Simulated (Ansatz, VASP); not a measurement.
## Te2Mo in VASP and in Ansatz

The input INCAR:

```
ALGO     = Normal         # electronic algorithm
EDIFF    = 1E-7           # SCF threshold, eV
ENCUT    = 520            # plane-wave cutoff, eV
GGA      = CA             # functional
ISIF     = 2              # what is computed and relaxed
ISMEAR   = 0              # smearing method
LASPH    = T              # aspherical terms in the spheres
LCHARG   = F              # write CHGCAR
LREAL    = F              # projectors in reciprocal space
LWAVE    = F              # write WAVECAR
NBANDS   = 35             # bands
NELM     = 80             # most SCF steps
PREC     = Accurate       # precision mode
SIGMA    = 0.02           # smearing width, eV
```

File KPOINTS:

```
k-points
0
Gamma
  6 10 1
```

Contents of POSCAR:

```
Te2Mo
1.0
    6.3616090156      0.0000000000      0.0000000000
    0.0000000000      3.4804030600      0.0000000000
   -0.0857412231      0.0000000000     36.1758904685
Te Mo
4 2
Direct
    0.0791521300      0.7500000000      0.4434726800
    0.9208478700      0.2500000000      0.5565273200
    0.5707489000      0.2500000000      0.4592964200
    0.4292511000      0.7500000000      0.5407035800
    0.8186524400      0.7500000000      0.5025346300
    0.1813475600      0.2500000000      0.4974653700
```

Input for Ansatz:

```yaml
crystal:
  lattice:
    - [6.3616090156, 0.0, 0.0]
    - [0.0, 3.48040306, 0.0]
    - [-0.0857412231, 0.0, 36.1758904685]
  atoms:
    - { symbol: Te, position: [0.07915213, 0.75, 0.44347268] }
    - { symbol: Te, position: [0.92084787, 0.25, 0.55652732] }
    - { symbol: Te, position: [0.5707489, 0.25, 0.45929642] }
    - { symbol: Te, position: [0.4292511, 0.75, 0.54070358] }
    - { symbol: Mo, position: [0.81865244, 0.75, 0.50253463] }
    - { symbol: Mo, position: [0.18134756, 0.25, 0.49746537] }
basis:
  ecutwfc: 420
kpoints:
  mp_grid: { grid: [6, 10, 1] }
hamiltonian:
  xc: lda
scf:
  occupations: { method: gaussian, width: 0.02 }
output:
  forces: true
  stress: true
  eigenvalues: true
```

Alike in both runs: task single point; functional LDA; k mesh 6 × 10 × 1; occupations gaussian, width 0.02 eV; no spin polarisation.

```csv
,VASP,Ansatz
version,VASP 6.6.1,Ansatz 0.2.0
potentials or method,"VASP PAW LDA potentials, release 64 (Te, Mo_sv), cutoff 520 eV","scalar-relativistic, plane waves, PAW"
valence electrons in the cell,52,92
```

|  | VASP | Ansatz | Ansatz less VASP |
| --- | --- | --- | --- |
| gap on the k mesh at the Fermi level (eV) | none | none | - |
| rms of the force components (eV/Å) | 0.194 | 0.215 | +0.0208 |

LDA's correlation is that of Perdew and Zunger in VASP and of Perdew and Wang (1992) in Ansatz. Atom by atom the forces differ by 0.021 eV/Å (rms over components). A gap of «none» marks a metal or a gap that the smearing closes. VASP's potentials hold 52 valence electrons a cell and Ansatz's 92, so a difference there can come from the potentials and not from the codes.

Neither program's run includes spin-orbit coupling.
